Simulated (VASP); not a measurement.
# BC5 (P-62m) in VASP: single point with PBE

Aim: the single point of BC5 with PBE.

Program: VASP 6.6.1. These are calculated values, not measurements. Logs are shortened: lines on timing, memory, paths and dates and some standing lists are left out, and cuts for length are marked.

### Step 1. The cell of the first run

Symmetry: P-62m, No. 189, hexagonal system. The conventional cell has a = 3.349 Å, b = 3.349 Å, c = 6.867 Å, α = 90.00°, β = 90.00°, γ = 120.00°. Within 2.6 Å of B (site symmetry -62m) lie 6 C at 1.93 Å. Within 2.6 Å of C (site symmetry -6) lie 3 B at 1.93 Å and 3 C at 1.93 Å. Within 1.9 Å of C (site symmetry m2m) lie 2 C at 1.39 Å.

### Step 2. Single point, PBE

The input, INCAR:

```
SYSTEM = BC5
ALGO = Normal ; EDIFF = 1E-6
ENCUT = 520 ; GGA = PE
ISIF = 2 ; ISMEAR = 0
LASPH = .True. ; LCHARG = .False.
LREAL = .False. ; LWAVE = .False.
NBANDS = 20 ; NELM = 100
PREC = Accurate ; SIGMA = 0.1
```

The input, KPOINTS:

```
k-points
0
Gamma
  12 12 6
  0 0 0
```

The input, POSCAR:

```
BC5
1.0
    3.3488346686      0.0000000000      0.0000000000
   -1.6744173343      2.9001758961      0.0000000000
    0.0000000000      0.0000000000      6.8667887860
B C
1 5
Direct
    0.0000000000      0.0000000000      0.0000000000
    0.6666666667      0.3333333333      0.0000000000
    0.2404471248      0.0000000000      0.5000000000
    0.7595528752      0.7595528752      0.5000000000
    0.0000000000      0.2404471248      0.5000000000
    0.3333333333      0.6666666667      0.0000000000
```

Potentials or basis: VASP PAW PBE potentials, release 64 (B, C).

Launch:

```bash
$ cat potpaw_PBE.64/B/POTCAR potpaw_PBE.64/C/POTCAR > POTCAR
$ mpirun -np 1 vasp_std > vasp.out
```

OUTCAR:

```text
SYSTEM = BC5
   EDIFF = 1E-6
   ENCUT = 520
   GGA = PE
   ISIF = 2
   ISMEAR = 0
   LASPH = .True.
   LREAL = .False.
   NELM = 100
   PREC = Accurate

 ion  position               nearest neighbor table
   1  0.000  0.000  0.000-   2 1.93   6 1.93   2 1.93   6 1.93   2 1.93   6 1.93
   2  0.667  0.333  0.000-   6 1.93   1 1.93   6 1.93   1 1.93   1 1.93   6 1.93
   3  0.240  0.000  0.500-   4 1.39   5 1.39
   4  0.760  0.760  0.500-   3 1.39   5 1.39
   5  0.000  0.240  0.500-   3 1.39   4 1.39
   6  0.333  0.667  0.000-   1 1.93   2 1.93   2 1.93   1 1.93   1 1.93   2 1.93

  LATTYP: Found a hexagonal cell.
 ALAT       =     3.3488346686
 C/A-ratio  =     2.0505009848

  Lattice vectors:

 A1 = (   3.3488346686,   0.0000000000,   0.0000000000)
 A2 = (  -1.6744173343,   2.9001758961,   0.0000000000)
 A3 = (   0.0000000000,   0.0000000000,   6.8667887860)

Analysis of symmetry for initial positions (statically):
=====================================================================
 Subroutine PRICEL returns:
 Original cell was already a primitive cell.

 Routine SETGRP: Setting up the symmetry group for a
 hexagonal supercell.

 Subroutine GETGRP returns: Found 12 space group operations
 (whereof 12 operations were pure point group operations)
 out of a pool of 24 trial point group operations.

The static configuration has the point symmetry D_3h.

Analysis of symmetry for dynamics (positions and initial velocities):
=====================================================================
 Subroutine PRICEL returns:
 Original cell was already a primitive cell.

 Routine SETGRP: Setting up the symmetry group for a
 hexagonal supercell.

 Subroutine GETGRP returns: Found 12 space group operations
 (whereof 12 operations were pure point group operations)
 out of a pool of 24 trial point group operations.

The dynamic configuration has the point symmetry D_3h.

 Subroutine INISYM returns: Found 12 space group operations
 (whereof 12 operations are pure point group operations),
 and found     1 'primitive' translations

----------------------------------------------------------------------------------------

                                     Primitive cell

  volume of cell :      66.6917

  direct lattice vectors                    reciprocal lattice vectors
     3.348834669  0.000000000  0.000000000     0.298611338  0.172403336  0.000000000
    -1.674417334  2.900175896  0.000000000     0.000000000  0.344806672  0.000000000
     0.000000000  0.000000000  6.866788786     0.000000000  0.000000000  0.145628478

  length of vectors
     3.348834669  3.348834669  6.866788786     0.344806672  0.344806672  0.145628478

  position of ions in fractional coordinates (direct lattice)
     0.000000000  0.000000000  0.000000000
     0.666666667  0.333333333  0.000000000
     0.240447125  0.000000000  0.500000000
     0.759552875  0.759552875  0.500000000
     0.000000000  0.240447125  0.500000000
     0.333333333  0.666666667  0.000000000

  ion indices of the primitive-cell ions
   primitive index   ion index
                 1           1
                 2           2
                 3           3
                 4           4
                 5           5
                 6           6

----------------------------------------------------------------------------------------

 KPOINTS: k-points

Automatic generation of k-mesh.
 Grid dimensions read from file:
 generate k-points for:   12   12    6

 Generating k-lattice:

  Cartesian coordinates                     Fractional coordinates (reciprocal lattice)
     0.024884278  0.014366945  0.000000000     0.083333333  0.000000000  0.000000000
     0.000000000  0.028733889  0.000000000     0.000000000  0.083333333  0.000000000
     0.000000000  0.000000000  0.024271413     0.000000000  0.000000000  0.166666667

  Length of vectors
     0.028733889  0.028733889  0.024271413

  Shift w.r.t. Gamma in fractional coordinates (k-lattice)
     0.000000000  0.000000000  0.000000000

 Subroutine IBZKPT returns following result:
 ===========================================

 Found     76 irreducible k-points:

 Following reciprocal coordinates:
            Coordinates               Weight
  0.000000  0.000000  0.000000      1.000000
  0.083333  0.000000  0.000000      6.000000
  0.166667  0.000000  0.000000      6.000000
  0.250000  0.000000  0.000000      6.000000
  0.333333  0.000000  0.000000      6.000000
  0.416667  0.000000  0.000000      6.000000
[... 16 lines left out ...]
  0.250000  0.000000  0.166667     12.000000
  0.333333  0.000000  0.166667     12.000000
 [... further k-points ...]
   k-points           NKPTS =     76   k-points in BZ     NKDIM =     76   number of bands    NBANDS=     20
   number of dos      NEDOS =    301   number of ions     NIONS =      6
   total plane-waves  NPLWV =  42336
   dimension x,y,z NGX =    28 NGY =   28 NGZ =   54
   dimension x,y,z NGXF=    56 NGYF=   56 NGZF=  108
   ions per type =               1   5
   NGX,Y,Z   is equivalent  to a cutoff of  13.90, 13.90, 13.07 a.u.
   NGXF,Y,Z  is equivalent  to a cutoff of  27.80, 27.80, 26.15 a.u.
 SYSTEM =  BC5
   PREC   = accura    normal or accurate (medium, high low for compatibility)
   ISTART =      0    job   : 0-new  1-cont  2-samecut
   ICHARG =      2    charge: 1-file 2-atom 10-const
   ISPIN  =      1    spin polarized calculation?
   LNONCOLLINEAR =      F non collinear calculations
   LSORBIT =      F    spin-orbit coupling
   LASPH  =      T    aspherical Exc in radial PAW
   ENCUT  =  520.0 eV  38.22 Ry    6.18 a.u.   6.23  6.23 12.77*2*pi/ulx,y,z
   NELM   =    100;   NELMIN=  2; NELMDL= -5     # of ELM steps
   EDIFF  = 0.1E-05   stopping-criterion for ELM
   LREAL  =      F    real-space projection
   EDIFFG = 0.1E-04   stopping-criterion for IOM
   NSW    =      0    number of steps for IOM
   IBRION =     -1    ionic relax: 0-MD 1-quasi-New 2-CG
   NFREE  =      0    steps in history (QN), initial steepest desc. (CG)
   ISIF   =      2    stress and relaxation
   ISYM   =      2    0-nonsym 1-usesym 2-fastsym
   POTIM  = 0.5000    time-step for ionic-motion
   TEBEG  =    0.0;   TEEND  =   0.0 temperature during run
   PSTRESS=    0.0 pullay stress
   NELECT =      23.0000    total number of electrons
   NUPDOWN=      -1.0000    fix difference up-down
   EMIN   =  10.00;   EMAX   =-10.00  energy-range for DOS
   EFERMI =   0.00;   METHOD = LEGACY
   ISMEAR =     0;   SIGMA  =   0.10  broadening in eV -4-tet -1-fermi 0-gaus
   EFERMI_NEDOS =   21; number of points for ismear=-14 and -15
   IALGO  =     38    algorithm
   IMIX   =      4    mixing-type and parameters
     AMIX     =   0.40;   BMIX     =  1.00
     AMIX_MAG =   1.60;   BMIX_MAG =  1.00
  volume/ion in A,a.u.               =      11.12        75.01
  Fermi-wavevector in a.u.,A,eV,Ry     =   1.148048  2.169497 17.932685  1.318015
  Thomas-Fermi vector in A             =   2.284725
   LORBIT       =      0    0 simple, 1 ext, 2 COOP (PROOUT), +10 PAW based schemes
   GGA     = PE    functional components
   LHFCALC =     F    Hartree Fock is set to
   AEXX    =    0.0000 exact exchange contribution
   IVDW    =     0    specifies the selected vdW correction
   LEPSILON=     F    determine dielectric tensor
   LRPA    =     F    only Hartree local field effects (RPA)
 non-spin polarized calculation
 Gauss-broadening in eV      SIGMA  =   0.10
  energy-cutoff  :      520.00
  volume of cell :       66.69
 maximum number of plane-waves:      1814
 NGX is ok and might be reduce to    28
   NGX = 13   NGY = 13   NGZ = 25

 number of electron      23.0000000 magnetization

 Free energy of the ion-electron system (eV)
  ---------------------------------------------------
  ext. energy  EPLUGINS =         0.00000000
  ---------------------------------------------------
  free energy    TOTEN  =       -32.80763961 eV

  energy without entropy =      -32.79786828  energy(sigma->0) =      -32.80275395

 E-fermi :   3.1492     XC(G=0):  -9.6750

 val. band max:        3.1390873510   @ k =   0.3333   0.1667   0.5000
 cond. band min:       3.1600774957   @ k =   0.3333   0.3333   0.3333
 fundamental gap:      0.0209901447
 Fermi energy:         3.1492332981

 k-point     1 :       0.0000    0.0000    0.0000
  band No.  band energies     occupation
      1     -16.9088      2.00000
      2     -13.0150      2.00000
      3      -4.7990      2.00000
      4      -4.1954      2.00000
      5      -2.7162      2.00000
      6      -2.7162      2.00000
[... 12 lines left out ...]
     19       7.4070      0.00000
     20       8.6107      0.00000

 k-point     2 :       0.0833    0.0000    0.0000
  band No.  band energies     occupation
      1     -16.8683      2.00000
      2     -12.9224      2.00000
      3      -5.2676      2.00000
      4      -4.1071      2.00000
      5      -2.8732      2.00000
      6      -2.2844      2.00000
[... 12 lines left out ...]
     19       7.5890      0.00000
     20       8.5199      0.00000

 k-point     3 :       0.1667    0.0000    0.0000
  band No.  band energies     occupation
      1     -16.7538      2.00000
      2     -12.6455      2.00000
      3      -6.1177      2.00000
      4      -3.8496      2.00000
      5      -3.7648      2.00000
      6      -3.2568      2.00000
[... 12 lines left out ...]
     19       7.9776      0.00000
     20       8.8863      0.00000

 k-point     4 :       0.2500    0.0000    0.0000
  band No.  band energies     occupation
      1     -16.5880      2.00000
      2     -12.1880      2.00000
      3      -6.9490      2.00000
      4      -5.4053      2.00000
      5      -3.7162      2.00000
      6      -3.4487      2.00000
[... 429 lines left out ...]
 k-point    23 :       0.2500    0.0000    0.1667
  band No.  band energies     occupation
      1     -16.5878      2.00000
      2     -12.1896      2.00000
      3      -6.9523      2.00000
      4      -5.4063      2.00000
      5      -3.7155      2.00000
      6      -3.3847      2.00000
[... 12 lines left out ...]
     19       8.2619      0.00000
     20       9.9560      0.00000

 k-point    24 :       0.3333    0.0000    0.1667
  band No.  band energies     occupation
      1     -16.4090      2.00000
      2     -11.5621      2.00000
      3      -7.6367      2.00000
      4      -6.8977      2.00000
      5      -4.1191      2.00000
      6      -3.6358      2.00000
[... 12 lines left out ...]
     19       9.4348      0.00000
     20      10.9954      0.00000

 [... further k-points ...]

------------------------ aborting loop because EDIFF is reached ----------------------------------------

  FORCE on cell =-STRESS in cart. coord.  units (eV):
  Direction    XX          YY          ZZ          XY          YZ          ZX
  --------------------------------------------------------------------------------------
  -------------------------------------------------------------------------------------
  Total        0.1895320      0.1895320     -0.0060844      0.0000000     -0.0000000      0.0000000
  in kB        4.5532491      4.5532491     -0.1461688      0.0000000     -0.0000000      0.0000000
  external PRESSURE =       2.9867765 kB  Pullay stress =       0.0000000 kB

 VOLUME and BASIS-vectors are now :
 -----------------------------------------------------------------------------
  energy-cutoff  :      520.00
  volume of cell :       66.69
      direct lattice vectors                 reciprocal lattice vectors
     3.348834669  0.000000000  0.000000000     0.298611338  0.172403336  0.000000000
    -1.674417334  2.900175896  0.000000000     0.000000000  0.344806672  0.000000000
     0.000000000  0.000000000  6.866788786     0.000000000  0.000000000  0.145628478

 POSITION                                       TOTAL-FORCE (eV/Angst)
 -----------------------------------------------------------------------------------
      0.00000      0.00000      0.00000        -0.000000     -0.000000      0.000000
      1.67442      0.96673      0.00000        -0.000000      0.000000      0.000000
      0.80522      0.00000      3.43339         0.187641      0.000000      0.000000
      1.27181      2.20284      3.43339        -0.093820     -0.162502      0.000000
     -0.40261      0.69734      3.43339        -0.093820      0.162502      0.000000
     -0.00000      1.93345      0.00000        -0.000000      0.000000      0.000000
 -----------------------------------------------------------------------------------
    total drift:                               -0.000000     -0.000000      0.000000

  FREE ENERGIE OF THE ION-ELECTRON SYSTEM (eV)
  ---------------------------------------------------
  free  energy   TOTEN  =       -32.8076396107 eV

  energy  without entropy=      -32.7978682836  energy(sigma->0) =      -32.80275395
```

Wall time 2.5 min (1 thread of AMD EPYC 7R43 (Zen 3), shared host); peak memory 0.19 GiB.

What came out:

* Free energy: -32.8076 eV
* Pressure: 0.3 GPa
* Largest force: 0.188 eV/Å
* Band gap on the k mesh: zero (an odd number of electrons rules out a gap without spin polarisation)

Forces in eV/Å, atoms in the order of the input:
```
B    0.000  0.000  0.000
C    0.000  0.000  0.000
C    0.188  0.000  0.000
C   -0.094 -0.163  0.000
C   -0.094  0.163  0.000
C    0.000  0.000  0.000
```

Levels at points of the mesh, in eV from the Fermi level:
| k point | band 9 | band 10 | band 11 | band 12 | band 13 | band 14 |
| --- | --- | --- | --- | --- | --- | --- |
| (0.00, 0.00, 0.00) | -3.91 | -2.57 | -2.57 | -2.47 | -1.10 | -1.10 |
| (0.50, 0.00, 0.00) | -3.59 | -2.29 | -1.02 | 0.72 | 1.00 | 1.35 |
| (0.00, 0.00, 0.50) | -3.91 | -2.57 | -2.57 | -2.47 | -1.11 | -1.11 |
| (0.50, 0.00, 0.50) | -3.56 | -2.01 | -1.23 | 0.21 | 1.03 | 1.38 |

Caveat: this functional lacks dispersion, which binds the layers, so the pressure and a relaxed spacing across them are unreliable.
